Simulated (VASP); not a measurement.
# Gd3PbC (Pm-3m) in VASP: notebook

Gd3PbC is run at these levels: revPBE, RPBE, PBEsol; tasks: single point.

All numbers are computed with VASP 6.6.1; they aren't measurements. Logs are shortened: lines on timing, memory, paths and dates and some standing lists are left out, and cuts for length are marked.

**1. The cell of the first run**

Symmetry: Pm-3m, No. 221, cubic system. The conventional cell has a = 5.789 Å, b = 5.789 Å, c = 5.789 Å, α = 90.00°, β = 90.00°, γ = 90.00°. Gd (site symmetry 4/mmm) has 2 Pb at 2.89 Å within 3.8 Å. Within 3.8 Å of Pb (site symmetry m-3m) lie 6 Gd at 2.89 Å. Within 5.4 Å of C (site symmetry m-3m) lie 12 Gd at 4.09 Å and 8 Pb at 5.01 Å.

**2. Single point, revPBE, collinear spin, ferromagnetic start**

The input, INCAR:

```
PREC     = Accurate       # precision mode
ENCUT    = 520            # plane-wave cutoff, eV
EDIFF    = 1E-6           # SCF threshold, eV
ISMEAR   = -1             # smearing method
SIGMA    = 0.1            # smearing width, eV
LREAL    = F              # projectors in reciprocal space
LASPH    = T              # aspherical terms in the spheres
NELM     = 150            # most SCF steps
ALGO     = Normal         # electronic algorithm
ISIF     = 2              # what is computed and relaxed
LWAVE    = F              # write WAVECAR
LCHARG   = F              # write CHGCAR
ISPIN    = 2              # spin polarisation
MAGMOM   = 9.1 9.1 9.1 0 0 # initial moments
LORBIT   = 11             # projections on sites
LMAXMIX  = 6              # l up to which the mixer works
GGA      = RE             # functional
NBANDS   = 48             # bands
```

The input, KPOINTS:

```
regular mesh
0
Gamma
  5 5 5
```

The input, POSCAR:

```
Gd3PbC
1.0
    5.7887330000      0.0000000000      0.0000000000
    0.0000000000      5.7887330000      0.0000000000
    0.0000000000      0.0000000000      5.7887330000
Gd Pb C
3 1 1
Direct
    0.0000000000      0.5000000000      0.5000000000
    0.5000000000      0.5000000000      0.0000000000
    0.5000000000      0.0000000000      0.5000000000
    0.5000000000      0.5000000000      0.5000000000
    0.0000000000      0.0000000000      0.0000000000
```

Potentials or basis: VASP PAW PBE potentials, release 64 (Gd, Pb_d, C).

The run is started by

```bash
$ cat potpaw_PBE.64/Gd/POTCAR potpaw_PBE.64/Pb_d/POTCAR potpaw_PBE.64/C/POTCAR > POTCAR
$ mpirun -np 1 vasp_std > vasp.out
```

OUTCAR:

```text
PREC = Accurate
   ENCUT = 520
   EDIFF = 1E-6
   ISMEAR = -1
   LREAL = F
   LASPH = T
   NELM = 150
   ISIF = 2
   ISPIN = 2
   LORBIT = 11
   GGA = RE

 ion  position               nearest neighbor table
   1  0.000  0.500  0.500-   4 2.89   4 2.89
   2  0.500  0.500  0.000-   4 2.89   4 2.89
   3  0.500  0.000  0.500-   4 2.89   4 2.89
   4  0.500  0.500  0.500-   1 2.89   2 2.89   3 2.89   2 2.89   3 2.89   1 2.89
   5  0.000  0.000  0.000-

  LATTYP: Found a simple cubic cell.
 ALAT       =     5.7887330000

  Lattice vectors:

 A1 = (   5.7887330000,   0.0000000000,   0.0000000000)
 A2 = (   0.0000000000,   5.7887330000,   0.0000000000)
 A3 = (   0.0000000000,   0.0000000000,   5.7887330000)

Analysis of symmetry for initial positions (statically):
=====================================================================
 Subroutine PRICEL returns:
 Original cell was already a primitive cell.

 Routine SETGRP: Setting up the symmetry group for a
 simple cubic supercell.

 Subroutine GETGRP returns: Found 48 space group operations
 (whereof 48 operations were pure point group operations)
 out of a pool of 48 trial point group operations.

The static configuration has the point symmetry O_h .

Analysis of symmetry for dynamics (positions and initial velocities):
=====================================================================
 Subroutine PRICEL returns:
 Original cell was already a primitive cell.

 Routine SETGRP: Setting up the symmetry group for a
 simple cubic supercell.

 Subroutine GETGRP returns: Found 48 space group operations
 (whereof 48 operations were pure point group operations)
 out of a pool of 48 trial point group operations.

The dynamic configuration has the point symmetry O_h .

Analysis of structural, dynamic, and magnetic symmetry:
=====================================================================
 Subroutine PRICEL returns:
 Original cell was already a primitive cell.

 Routine SETGRP: Setting up the symmetry group for a
 simple cubic supercell.

 Subroutine GETGRP returns: Found 48 space group operations
 (whereof 48 operations were pure point group operations)
 out of a pool of 48 trial point group operations.

The overall configuration has the point symmetry O_h .

 Subroutine INISYM returns: Found 48 space group operations
 (whereof 48 operations are pure point group operations),
 and found     1 'primitive' translations

----------------------------------------------------------------------------------------

                                     Primitive cell

  volume of cell :     193.9771

  direct lattice vectors                    reciprocal lattice vectors
     5.788733000  0.000000000  0.000000000     0.172749374  0.000000000  0.000000000
     0.000000000  5.788733000  0.000000000     0.000000000  0.172749374  0.000000000
     0.000000000  0.000000000  5.788733000     0.000000000  0.000000000  0.172749374

  length of vectors
     5.788733000  5.788733000  5.788733000     0.172749374  0.172749374  0.172749374

  position of ions in fractional coordinates (direct lattice)
     0.000000000  0.500000000  0.500000000
     0.500000000  0.500000000  0.000000000
     0.500000000  0.000000000  0.500000000
     0.500000000  0.500000000  0.500000000
     0.000000000  0.000000000  0.000000000

  ion indices of the primitive-cell ions
   primitive index   ion index
                 1           1
                 2           2
                 3           3
                 4           4
                 5           5

----------------------------------------------------------------------------------------

 KPOINTS: regular mesh

Automatic generation of k-mesh.
 Grid dimensions read from file:
 generate k-points for:    5    5    5

 Generating k-lattice:

  Cartesian coordinates                     Fractional coordinates (reciprocal lattice)
     0.034549875  0.000000000  0.000000000     0.200000000  0.000000000  0.000000000
     0.000000000  0.034549875  0.000000000     0.000000000  0.200000000  0.000000000
     0.000000000  0.000000000  0.034549875     0.000000000  0.000000000  0.200000000

  Length of vectors
     0.034549875  0.034549875  0.034549875

  Shift w.r.t. Gamma in fractional coordinates (k-lattice)
     0.000000000  0.000000000  0.000000000

 Subroutine IBZKPT returns following result:
 ===========================================

 Found     10 irreducible k-points:

 Following reciprocal coordinates:
            Coordinates               Weight
  0.000000  0.000000  0.000000      1.000000
  0.200000  0.000000  0.000000      6.000000
  0.400000  0.000000  0.000000      6.000000
  0.200000  0.200000  0.000000     12.000000
  0.400000  0.200000  0.000000     24.000000
  0.400000  0.400000  0.000000     12.000000
  0.200000  0.200000  0.200000      8.000000
  0.400000  0.200000  0.200000     24.000000
  0.400000  0.400000  0.200000     24.000000
  0.400000  0.400000  0.400000      8.000000
   k-points           NKPTS =     10   k-points in BZ     NKDIM =     10   number of bands    NBANDS=     48
   number of dos      NEDOS =    301   number of ions     NIONS =      5
   total plane-waves  NPLWV = 110592
   dimension x,y,z NGX =    48 NGY =   48 NGZ =   48
   dimension x,y,z NGXF=    96 NGYF=   96 NGZF=   96
   ions per type =               3   1   1
   NGX,Y,Z   is equivalent  to a cutoff of  13.79, 13.79, 13.79 a.u.
   NGXF,Y,Z  is equivalent  to a cutoff of  27.57, 27.57, 27.57 a.u.
 SYSTEM =  unknown system
   PREC   = accura    normal or accurate (medium, high low for compatibility)
   ISTART =      0    job   : 0-new  1-cont  2-samecut
   ICHARG =      2    charge: 1-file 2-atom 10-const
   ISPIN  =      2    spin polarized calculation?
   LNONCOLLINEAR =      F non collinear calculations
   LSORBIT =      F    spin-orbit coupling
   LASPH  =      T    aspherical Exc in radial PAW
   ENCUT  =  520.0 eV  38.22 Ry    6.18 a.u.  10.76 10.76 10.76*2*pi/ulx,y,z
   NELM   =    150;   NELMIN=  2; NELMDL= -5     # of ELM steps
   EDIFF  = 0.1E-05   stopping-criterion for ELM
   LREAL  =      F    real-space projection
   EDIFFG = 0.1E-04   stopping-criterion for IOM
   NSW    =      0    number of steps for IOM
   IBRION =     -1    ionic relax: 0-MD 1-quasi-New 2-CG
   NFREE  =      0    steps in history (QN), initial steepest desc. (CG)
   ISIF   =      2    stress and relaxation
   ISYM   =      2    0-nonsym 1-usesym 2-fastsym
   POTIM  = 0.5000    time-step for ionic-motion
   TEBEG  =    0.0;   TEEND  =   0.0 temperature during run
   PSTRESS=    0.0 pullay stress
   NELECT =      72.0000    total number of electrons
   NUPDOWN=      -1.0000    fix difference up-down
   EMIN   =  10.00;   EMAX   =-10.00  energy-range for DOS
   EFERMI =   0.00;   METHOD = LEGACY
   ISMEAR =    -1;   SIGMA  =   0.10  broadening in eV -4-tet -1-fermi 0-gaus
   EFERMI_NEDOS =   21; number of points for ismear=-14 and -15
   IALGO  =     38    algorithm
   IMIX   =      4    mixing-type and parameters
     AMIX     =   0.40;   BMIX     =  1.00
     AMIX_MAG =   1.60;   BMIX_MAG =  1.00
  volume/ion in A,a.u.               =      38.80       261.80
  Fermi-wavevector in a.u.,A,eV,Ry     =   1.176528  2.223315 18.833420  1.384217
  Thomas-Fermi vector in A             =   2.312890
   LORBIT       =     11    0 simple, 1 ext, 2 COOP (PROOUT), +10 PAW based schemes
   GGA     = RE    functional components
   LHFCALC =     F    Hartree Fock is set to
   AEXX    =    0.0000 exact exchange contribution
   IVDW    =     0    specifies the selected vdW correction
   LEPSILON=     F    determine dielectric tensor
   LRPA    =     F    only Hartree local field effects (RPA)
 spin polarized calculation
  energy-cutoff  :      520.00
  volume of cell :      193.98
 maximum number of plane-waves:      5238
 NGX is ok and might be reduce to    48
   NGX = 21   NGY = 21   NGZ = 21

 number of electron      72.0000035 magnetization      20.9687510

 Free energy of the ion-electron system (eV)
  ---------------------------------------------------
  ext. energy  EPLUGINS =         0.00000000
  ---------------------------------------------------
  free energy    TOTEN  =       -39.44109668 eV

  energy without entropy =      -39.10856521  energy(sigma->0) =      -39.27483095

 E-fermi :   2.0429     XC(G=0):  -8.3249

 val. band max:        2.0032775114   @ k =   0.4000   0.0000   0.0000
 cond. band min:       2.0534776390   @ k =   0.2000   0.2000   0.2000
 fundamental gap:      0.0502001276
 Fermi energy:         2.0429173560

 spin component 1

 k-point     1 :       0.0000    0.0000    0.0000
  band No.  band energies     occupation
      1     -43.7288      1.00000
      2     -43.7174      1.00000
      3     -43.7174      1.00000
      4     -21.2684      1.00000
      5     -21.2684      1.00000
      6     -21.2684      1.00000
[... 499 lines left out ...]
     47       2.4153      0.02358
     48       2.7102      0.00126
 Fermi energy:         2.0429173560

 spin component 2

 k-point     1 :       0.0000    0.0000    0.0000
  band No.  band energies     occupation
      1     -40.5536      1.00000
      2     -40.5383      1.00000
      3     -40.5383      1.00000
      4     -19.0090      1.00000
      5     -19.0090      1.00000
      6     -19.0090      1.00000
[... 499 lines left out ...]
     47       3.1771      0.00001
     48       3.7658      0.00000

------------------------ aborting loop because EDIFF is reached ----------------------------------------

  FORCE on cell =-STRESS in cart. coord.  units (eV):
  Direction    XX          YY          ZZ          XY          YZ          ZX
  --------------------------------------------------------------------------------------
  -------------------------------------------------------------------------------------
  Total        1.8942974      1.8942974      1.8942974      0.0000000     -0.0000000     -0.0000000
  in kB       15.6461753     15.6461753     15.6461753      0.0000000     -0.0000000     -0.0000000
  external PRESSURE =      15.6461753 kB  Pullay stress =       0.0000000 kB

 VOLUME and BASIS-vectors are now :
 -----------------------------------------------------------------------------
  energy-cutoff  :      520.00
  volume of cell :      193.98
      direct lattice vectors                 reciprocal lattice vectors
     5.788733000  0.000000000  0.000000000     0.172749374  0.000000000  0.000000000
     0.000000000  5.788733000  0.000000000     0.000000000  0.172749374  0.000000000
     0.000000000  0.000000000  5.788733000     0.000000000  0.000000000  0.172749374

 POSITION                                       TOTAL-FORCE (eV/Angst)
 -----------------------------------------------------------------------------------
      0.00000      2.89437      2.89437         0.000000      0.000000      0.000000
      2.89437      2.89437      0.00000         0.000000      0.000000      0.000000
      2.89437      0.00000      2.89437         0.000000      0.000000      0.000000
      2.89437      2.89437      2.89437         0.000000      0.000000      0.000000
      0.00000      0.00000      0.00000         0.000000      0.000000      0.000000
 -----------------------------------------------------------------------------------
    total drift:                                0.000000     -0.000000     -0.000000

  FREE ENERGIE OF THE ION-ELECTRON SYSTEM (eV)
  ---------------------------------------------------
  free  energy   TOTEN  =       -39.4410966849 eV

  energy  without entropy=      -39.1085652131  energy(sigma->0) =      -39.27483095

 total charge

# of ion       s       p       d       f       tot
--------------------------------------------------
    1        2.039   5.605   0.444   7.132  15.220
    2        2.039   5.605   0.444   7.132  15.220
    3        2.039   5.605   0.444   7.132  15.220
    4        1.287   1.468   9.771   0.000  12.526
    5        1.004   0.988   0.000   0.000   1.992
--------------------------------------------------
tot          8.408  19.272  11.102  21.395  60.177

 magnetization (x)

# of ion       s       p       d       f       tot
--------------------------------------------------
    1        0.004  -0.077   0.176   6.668   6.771
    2        0.004  -0.077   0.176   6.668   6.771
    3        0.004  -0.077   0.176   6.668   6.771
    4       -0.012  -0.067   0.023   0.000  -0.057
    5       -0.015  -0.507   0.000   0.000  -0.522
--------------------------------------------------
tot         -0.014  -0.806   0.551  20.004  19.735
```

Wall time 17 min (1 thread of Intel Xeon Platinum 8488C (Sapphire Rapids), shared host); peak memory 0.51 GiB.

What came out:

```
Free energy                                           : -39.4411 eV
Pressure                                              : 1.6 GPa
Net moment                                            : 20.97 μB per cell
Site moments                                          : Gd +6.77; Pb -0.06; C -0.52 μB
Valence electrons inside the program's atomic spheres : Gd 15.22; Pb 12.53; C 1.99
```

Caveat: the highest band is partly filled, so the run has too few bands; the PAW data sets were made with another functional, which shifts forces and pressure a little; spin-orbit coupling is left out, which moves the levels of the heavy elements; semilocal functionals describe open f shells poorly, which spoils levels, moments and volumes.

[end of part 1 of 2]
